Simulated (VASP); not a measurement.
# CuO in VASP: further runs

The runs below take CuO through single point, with PBEsol, LDA.

All numbers are computed with VASP 6.6.1; they aren't measurements. Logs are shortened: lines on timing, memory, paths and dates and some standing lists are left out, and cuts for length are marked.

## Step 1: The cell of the first run

The typed cell holds 4 atoms: a = 2.821 Å, b = 2.821 Å, c = 5.071 Å, α = 89.81°, β = 89.81°, γ = 89.22°.

## Step 2: Single point, PBEsol

INCAR

```
SYSTEM = CuO
ALGO = Normal ; EDIFF = 1E-6
ENCUT = 1340 ; GGA = PS
GGA_COMPAT = .False. ; ISIF = 2
ISMEAR = -1 ; LASPH = .True.
LCHARG = .True. ; LELF = .True.
LREAL = .False. ; LVHAR = .True.
LWAVE = .False. ; NBANDS = 33
NELM = 120 ; PREC = Accurate
SIGMA = 0.05
```

KPOINTS

```
k-points
0
Gamma
  9 9 5
  0 0 0
```

POSCAR

```
CuO
1.0
    2.8207191443      0.0000000000      0.0000000000
    0.0382751310      2.8205021813      0.0000000000
    0.0171382374      0.0168928653      5.0706699737
Cu O
2 2
Direct
    0.0000000000      0.5000000000      0.0000000000
    0.5000000000      0.0000000000      0.5000000000
    0.9984239700      0.0016717800      0.7498871000
    0.0015760300      0.9983282200      0.2501129000
```

Potentials or basis: VASP PAW PBE potentials, release 64 (Cu_sv_GW, O_h).

The run is started by

```bash
cat potpaw_PBE.64/Cu_sv_GW/POTCAR potpaw_PBE.64/O_h/POTCAR > POTCAR
mpirun -np 1 vasp_std > vasp.out
```

OUTCAR:

```text
SYSTEM = CuO
   EDIFF = 1E-6
   ENCUT = 1340
   GGA = PS
   ISIF = 2
   ISMEAR = -1
   LASPH = .True.
   LREAL = .False.
   NELM = 120
   PREC = Accurate

 ion  position               nearest neighbor table
   1  0.000  0.500  0.000-   3 1.90   4 1.90   3 1.90   4 1.90
   2  0.500  0.000  0.500-   3 1.90   4 1.90   4 1.90   3 1.90
   3  0.998  0.002  0.750-   2 1.90   2 1.90   1 1.90   1 1.90
   4  0.002  0.998  0.250-   2 1.90   2 1.90   1 1.90   1 1.90

  LATTYP: Found a base centered monoclinic cell.
 ALAT       =    10.8899768208
 B/A-ratio  =     0.3638182808
 C/A-ratio  =     0.4656324948
 COS(beta)  =    -0.9295148209

  Lattice vectors:

 A1 = (   2.8035809069,  -0.0168928653,  -5.0706699737)
 A2 = (   0.0211368936,   2.8036093160,  -5.0706699737)
 A3 = (   0.0171382374,   0.0168928653,   5.0706699737)

Analysis of symmetry for initial positions (statically):
=====================================================================
 Subroutine PRICEL returns:
 Original cell was already a primitive cell.

 Routine SETGRP: Setting up the symmetry group for a
 base centered monoclinic supercell.

 Subroutine GETGRP returns: Found  2 space group operations
 (whereof  2 operations were pure point group operations)
 out of a pool of  4 trial point group operations.

The static configuration has the point symmetry S_2 .

Analysis of symmetry for dynamics (positions and initial velocities):
=====================================================================
 Subroutine PRICEL returns:
 Original cell was already a primitive cell.

 Routine SETGRP: Setting up the symmetry group for a
 base centered monoclinic supercell.

 Subroutine GETGRP returns: Found  2 space group operations
 (whereof  2 operations were pure point group operations)
 out of a pool of  4 trial point group operations.

The dynamic configuration has the point symmetry S_2 .

 Subroutine INISYM returns: Found  2 space group operations
 (whereof  2 operations are pure point group operations),
 and found     1 'primitive' translations

----------------------------------------------------------------------------------------

                                     Primitive cell

  volume of cell :      40.3415

  direct lattice vectors                    reciprocal lattice vectors
     2.820719144  0.000000000  0.000000000     0.354519521 -0.004810945 -0.001182205
     0.038275131  2.820502181  0.000000000     0.000000000  0.354546792 -0.001181168
     0.017138237  0.016892865  5.070669974     0.000000000  0.000000000  0.197212598

  length of vectors
     2.820719144  2.820761872  5.070727075     0.354554134  0.354548759  0.197212598

  position of ions in fractional coordinates (direct lattice)
     0.000000000  0.500000000  0.000000000
     0.500000000  0.000000000  0.500000000
     0.998423970  0.001671780  0.749887100
     0.001576030  0.998328220  0.250112900

  ion indices of the primitive-cell ions
   primitive index   ion index
                 1           1
                 2           2
                 3           3
                 4           4

----------------------------------------------------------------------------------------

 KPOINTS: k-points

Automatic generation of k-mesh.
 Grid dimensions read from file:
 generate k-points for:    9    9    5

 Generating k-lattice:

  Cartesian coordinates                     Fractional coordinates (reciprocal lattice)
     0.039391058 -0.000534549 -0.000131356     0.111111111  0.000000000  0.000000000
     0.000000000  0.039394088 -0.000131241     0.000000000  0.111111111  0.000000000
     0.000000000  0.000000000  0.039442520     0.000000000  0.000000000  0.200000000

  Length of vectors
     0.039394904  0.039394307  0.039442520

  Shift w.r.t. Gamma in fractional coordinates (k-lattice)
     0.000000000  0.000000000  0.000000000

 Subroutine IBZKPT returns following result:
 ===========================================

 Found    203 irreducible k-points:

 Following reciprocal coordinates:
            Coordinates               Weight
  0.000000  0.000000  0.000000      1.000000
  0.111111  0.000000  0.000000      2.000000
  0.000000 -0.111111  0.000000      2.000000
  0.222222  0.000000 -0.000000      2.000000
  0.000000 -0.222222  0.000000      2.000000
  0.333333  0.000000  0.000000      2.000000
[... 16 lines left out ...]
 -0.111111  0.111111 -0.000000      2.000000
  0.222222  0.222222 -0.000000      2.000000
 [... further k-points ...]
   k-points           NKPTS =    203   k-points in BZ     NKDIM =    203   number of bands    NBANDS=     33
   number of dos      NEDOS =    301   number of ions     NIONS =      4
   total plane-waves  NPLWV =  82944
   dimension x,y,z NGX =    36 NGY =   36 NGZ =   64
   dimension x,y,z NGXF=    72 NGYF=   72 NGZF=  128
   ions per type =               2   2
   NGX,Y,Z   is equivalent  to a cutoff of  21.22, 21.22, 20.98 a.u.
   NGXF,Y,Z  is equivalent  to a cutoff of  42.43, 42.43, 41.97 a.u.
 SYSTEM =  CuO
   PREC   = accura    normal or accurate (medium, high low for compatibility)
   ISTART =      0    job   : 0-new  1-cont  2-samecut
   ICHARG =      2    charge: 1-file 2-atom 10-const
   ISPIN  =      1    spin polarized calculation?
   LNONCOLLINEAR =      F non collinear calculations
   LSORBIT =      F    spin-orbit coupling
   LASPH  =      T    aspherical Exc in radial PAW
   ENCUT  = 1340.0 eV  98.49 Ry    9.92 a.u.   8.42  8.42 15.13*2*pi/ulx,y,z
   NELM   =    120;   NELMIN=  2; NELMDL= -5     # of ELM steps
   EDIFF  = 0.1E-05   stopping-criterion for ELM
   LREAL  =      F    real-space projection
   EDIFFG = 0.1E-04   stopping-criterion for IOM
   NSW    =      0    number of steps for IOM
   IBRION =     -1    ionic relax: 0-MD 1-quasi-New 2-CG
   NFREE  =      0    steps in history (QN), initial steepest desc. (CG)
   ISIF   =      2    stress and relaxation
   ISYM   =      2    0-nonsym 1-usesym 2-fastsym
   POTIM  = 0.5000    time-step for ionic-motion
   TEBEG  =    0.0;   TEEND  =   0.0 temperature during run
   PSTRESS=    0.0 pullay stress
   NELECT =      50.0000    total number of electrons
   NUPDOWN=      -1.0000    fix difference up-down
   EMIN   =  10.00;   EMAX   =-10.00  energy-range for DOS
   EFERMI =   0.00;   METHOD = LEGACY
   ISMEAR =    -1;   SIGMA  =   0.05  broadening in eV -4-tet -1-fermi 0-gaus
   EFERMI_NEDOS =   21; number of points for ismear=-14 and -15
   IALGO  =     38    algorithm
   IMIX   =      4    mixing-type and parameters
     AMIX     =   0.40;   BMIX     =  1.00
     AMIX_MAG =   1.60;   BMIX_MAG =  1.00
  volume/ion in A,a.u.               =      10.09        68.06
  Fermi-wavevector in a.u.,A,eV,Ry     =   1.758521  3.323123 42.074616  3.092397
  Thomas-Fermi vector in A             =   2.827663
   LORBIT       =      0    0 simple, 1 ext, 2 COOP (PROOUT), +10 PAW based schemes
   GGA     = PS    functional components
   LHFCALC =     F    Hartree Fock is set to
   AEXX    =    0.0000 exact exchange contribution
   IVDW    =     0    specifies the selected vdW correction
   LEPSILON=     F    determine dielectric tensor
   LRPA    =     F    only Hartree local field effects (RPA)
 non-spin polarized calculation
  energy-cutoff  :     1340.00
  volume of cell :       40.34
 maximum number of plane-waves:      4527
 NGX is ok and might be reduce to    36
   NGX = 17   NGY = 17   NGZ = 31

 number of electron      49.9999998 magnetization

 Free energy of the ion-electron system (eV)
  ---------------------------------------------------
  ext. energy  EPLUGINS =         0.00000000
  ---------------------------------------------------
  free energy    TOTEN  =       -21.61896392 eV

  energy without entropy =      -21.60022647  energy(sigma->0) =      -21.60959519

 E-fermi :   6.3523     XC(G=0): -12.5105

 val. band max:        6.3459477960   @ k =  -0.4444  -0.4444   0.4000
 cond. band min:       6.3527765642   @ k =  -0.4444   0.4444  -0.4000
 fundamental gap:      0.0068287681
 Fermi energy:         6.3522691665

 k-point     1 :       0.0000    0.0000    0.0000
  band No.  band energies     occupation
      1    -106.3709      2.00000
      2    -106.3669      2.00000
      3     -64.0145      2.00000
      4     -64.0098      2.00000
      5     -63.9743      2.00000
      6     -63.9646      2.00000
[... 25 lines left out ...]
     32      21.4097      0.00000
     33      21.5834      0.00000

 k-point     2 :       0.1111    0.0000    0.0000
  band No.  band energies     occupation
      1    -106.3708      2.00000
      2    -106.3668      2.00000
      3     -64.0168      2.00000
      4     -64.0097      2.00000
      5     -63.9738      2.00000
      6     -63.9646      2.00000
[... 25 lines left out ...]
     32      21.6252      0.00000
     33      21.7458      0.00000

 k-point     3 :       0.0000   -0.1111    0.0000
  band No.  band energies     occupation
      1    -106.3708      2.00000
      2    -106.3667      2.00000
      3     -64.0143      2.00000
      4     -64.0122      2.00000
      5     -63.9738      2.00000
      6     -63.9645      2.00000
[... 25 lines left out ...]
     32      21.6565      0.00000
     33      21.8701      0.00000

 k-point     4 :       0.2222    0.0000   -0.0000
  band No.  band energies     occupation
      1    -106.3704      2.00000
      2    -106.3665      2.00000
      3     -64.0229      2.00000
      4     -64.0093      2.00000
      5     -63.9725      2.00000
      6     -63.9648      2.00000
[... 25 lines left out ...]
     32      21.5871      0.00000
     33      22.3416      0.00000

 k-point     5 :       0.0000   -0.2222    0.0000
  band No.  band energies     occupation
      1    -106.3705      2.00000
      2    -106.3664      2.00000
      3     -64.0182      2.00000
      4     -64.0140      2.00000
      5     -63.9728      2.00000
      6     -63.9645      2.00000
[... 604 lines left out ...]
 k-point    22 :      -0.1111    0.2222   -0.0000
  band No.  band energies     occupation
      1    -106.3703      2.00000
      2    -106.3663      2.00000
      3     -64.0182      2.00000
      4     -64.0162      2.00000
      5     -63.9723      2.00000
      6     -63.9645      2.00000
[... 25 lines left out ...]
     32      20.1170      0.00000
     33      22.2599      0.00000

 k-point    23 :      -0.1111    0.1111   -0.0000
  band No.  band energies     occupation
      1    -106.3706      2.00000
      2    -106.3666      2.00000
      3     -64.0167      2.00000
      4     -64.0120      2.00000
      5     -63.9734      2.00000
      6     -63.9646      2.00000
[... 25 lines left out ...]
     32      20.4524      0.00000
     33      21.8021      0.00000

 k-point    24 :       0.2222    0.2222   -0.0000
  band No.  band energies     occupation
      1    -106.3700      2.00000
      2    -106.3660      2.00000
      3     -64.0225      2.00000
      4     -64.0175      2.00000
      5     -63.9713      2.00000
      6     -63.9645      2.00000
[... 25 lines left out ...]
     32      18.8156      0.00000
     33      22.5404      0.00000

 [... further k-points ...]

------------------------ aborting loop because EDIFF is reached ----------------------------------------

  FORCE on cell =-STRESS in cart. coord.  units (eV):
  Direction    XX          YY          ZZ          XY          YZ          ZX
  --------------------------------------------------------------------------------------
  -------------------------------------------------------------------------------------
  Total        2.4594953      2.4384805      2.6469280     -0.0007946      0.0110462      0.0064039
  in kB       97.6798404     96.8452320    105.1238064     -0.0315567      0.4387030      0.2543330
  external PRESSURE =      99.8829596 kB  Pullay stress =       0.0000000 kB

 VOLUME and BASIS-vectors are now :
 -----------------------------------------------------------------------------
  energy-cutoff  :     1340.00
  volume of cell :       40.34
      direct lattice vectors                 reciprocal lattice vectors
     2.820719144  0.000000000  0.000000000     0.354519521 -0.004810945 -0.001182205
     0.038275131  2.820502181  0.000000000     0.000000000  0.354546792 -0.001181168
     0.017138237  0.016892865  5.070669974     0.000000000  0.000000000  0.197212598

 POSITION                                       TOTAL-FORCE (eV/Angst)
 -----------------------------------------------------------------------------------
      0.01914      1.41025      0.00000        -0.000000      0.000000      0.000000
      1.41893      0.00845      2.53533        -0.000000      0.000000      0.000000
      2.82919      0.01738      3.80243         0.000832     -0.002554      0.013110
      0.04694      2.82001      1.26824        -0.000832      0.002554     -0.013110
 -----------------------------------------------------------------------------------
    total drift:                                0.000000     -0.000000      0.000000

  FREE ENERGIE OF THE ION-ELECTRON SYSTEM (eV)
  ---------------------------------------------------
  free  energy   TOTEN  =       -21.6189639175 eV

  energy  without entropy=      -21.6002264655  energy(sigma->0) =      -21.60959519
```

Run time: 11 min. Hardware: 1 thread of AMD EPYC 9R45 (Zen 5), shared host; peak memory 1 GiB.

Results:

```yaml
Free_energy: -21.6190 eV
Pressure: 10.0 GPa
Largest_force: 0.013 eV/Å
Band_gap_on_the_k_mesh: zero (bands 25 and 26 overlap by 1.01 eV)
```

Forces on the atoms (eV/Å):
```
Cu   0.000  0.000  0.000
Cu   0.000  0.000  0.000
O    0.001 -0.003  0.013
O   -0.001  0.003 -0.013
```

Stress tensor (GPa, compression positive):
```
 9.77  0.00  0.03
 0.00  9.68  0.04
 0.03  0.04 10.51
```

Caveat: the cell stands under pressure; the PAW data sets were made with another functional, which shifts forces and pressure a little; semilocal functionals often make such compounds metallic where correlation or magnetic order opens a gap, which also shifts bond lengths.

(Part 1 of 2 ends here.)

The gap in the log of VASP goes by the Fermi energy; the results here count the filled bands.